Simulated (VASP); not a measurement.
The system is MoS2.

```
CELL_PARAMETERS angstrom
3.22746 0.00000 0.00000
-1.61373 2.79507 0.00000
0.00000 0.00000 6.31247
ATOMIC_POSITIONS crystal
Mo 0.00000 0.00000 0.50000
S 0.66667 0.33333 0.74468
S 0.33333 0.66667 0.25532
```

Base run:

- Program: VASP 6.6.1
- Functional: PBEsol
- Potentials or basis: VASP PAW PBE potentials, release 64 (Mo_sv, S)
- Cutoff: 520 eV
- k mesh: 8 × 8 × 4
- Occupations: fermi-dirac, width 0.05 eV
- Spin: no spin polarisation

Its results: band gap on the k mesh zero (band 13 reaches 7.01 eV, above the bottom of band 14 at 6.46 eV); pressure -3.4 GPa; largest force 0.014 eV/Å.

Question: The run is repeated on the same cell with these changes: functional from PBEsol to PBE-based screened hybrid; k mesh from 8 × 8 × 4 to 5 × 5 × 2. What comes out?

Answer: Band gap on the k mesh zero (band 13 reaches 6.62 eV, above the bottom of band 14 at 6.27 eV); pressure -3.0 GPa; largest force 0.347 eV/Å.

Several settings changed at once, so the effect can't be laid on one alone.

Caveats: some runs use coarse meshes; the PAW data sets were made with another functional, which shifts forces and pressure a little; this functional lacks dispersion, which binds the layers, so the pressure and a relaxed spacing across them are unreliable (some runs).
